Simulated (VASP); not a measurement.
Set up this calculation in VASP 6.6.1, as the native input.

```
Task                   : single point
Functional             : PBE
Dispersion             : D3(BJ)
Potentials or basis    : VASP PAW PBE potentials, release 64 (O, H, Li_sv)
Cutoff                 : 650 eV
k mesh                 : 1 × 1 × 1
Occupations            : fermi-dirac, width 0.02 eV
Spin                   : no spin polarisation
Dipole correction      : no
Further INCAR settings : ALGO = Normal; EDIFF = 1e-06; NBANDS = 56
```

The structure of LiH17O9 lies in POSCAR:

```
LiH17O9
1.0
    6.5731380000      0.0000000000      0.0000000000
    0.0000000000      6.5731380000      0.0000000000
    0.0000000000      0.0000000000      6.5731380000
O H Li
9 17 1
Direct
    0.6329549144      0.6875863553      0.2565137078
    0.6541015874      0.6023150587      0.8599697739
   -0.0303508005      0.1748784218      0.5864474472
    0.8813446485      0.0414566072      0.9699781140
    0.3100954217      0.2703883594      0.0189407251
    0.5633382412      0.0969247869      0.3912590912
    0.9708909200      0.6153681849      0.5582721677
    1.1115999695      0.8997529034      0.3265867840
    0.3341478606      0.7751853072      0.6884078807
    0.6289385678      0.6519108529      0.0995719244
    0.7420504484      0.6123711384      0.3295686170
    0.5207862668      0.6604455893      0.8082440989
    0.6322094561      0.4554597819      0.8826073635
    0.0254977151      0.0589368426      0.5162983038
    0.0459749970      0.2990656822      0.5700930058
    0.9581268490      0.1116209640      0.8627081920
    0.7821226331     -0.0297726900      0.9006961363
    0.3448429046      0.2103865764      0.1551770250
    0.1807051670      0.3204405567      0.0574154993
    0.7053556460      0.1324025146      0.4307227385
    0.6118386682     -0.0193362744      0.2932997908
    1.0835159706      0.6596544907      0.6408354731
    0.8559077871      0.5988463957      0.6470729810
    1.0446304337      0.9182676524      0.1854973987
    1.0424701261      0.7760372595      0.3727139153
    0.2648810964      0.8604566038      0.7772695477
    0.3922936047      0.8878559982      0.4747047757
```

The input as run:

INCAR

```
PREC = Accurate ; ENCUT = 650
EDIFF = 1E-6 ; ISMEAR = -1
SIGMA = 0.02 ; LREAL = False
LASPH = True ; NELM = 120
ALGO = Normal ; ISIF = 2
LWAVE = False ; LCHARG = False
GGA = PE ; IVDW = 12
NBANDS = 56 ; GGA_COMPAT = False
```

KPOINTS

```
Automatic mesh
0
Gamma
  1 1 1
```

Potentials or basis: VASP PAW PBE potentials, release 64 (O, H, Li_sv).

The run is started by

```bash
$ cat potpaw_PBE.64/O/POTCAR potpaw_PBE.64/H/POTCAR potpaw_PBE.64/Li_sv/POTCAR > POTCAR
$ mpirun -np 1 vasp_gam > vasp.out
```

Results of the run:

```
Pressure                   : 0.9 GPa
Largest force              : 3.200 eV/Å
Band gap on the k mesh     : 3.84 eV
Dispersion energy per atom : -0.037 eV
```

Caveat: the k points lie up to 0.96 Å⁻¹ apart.

Wall time 94 s on 1 thread of Intel Xeon 8259CL, with other jobs on the host, peak memory 0.41 GiB.
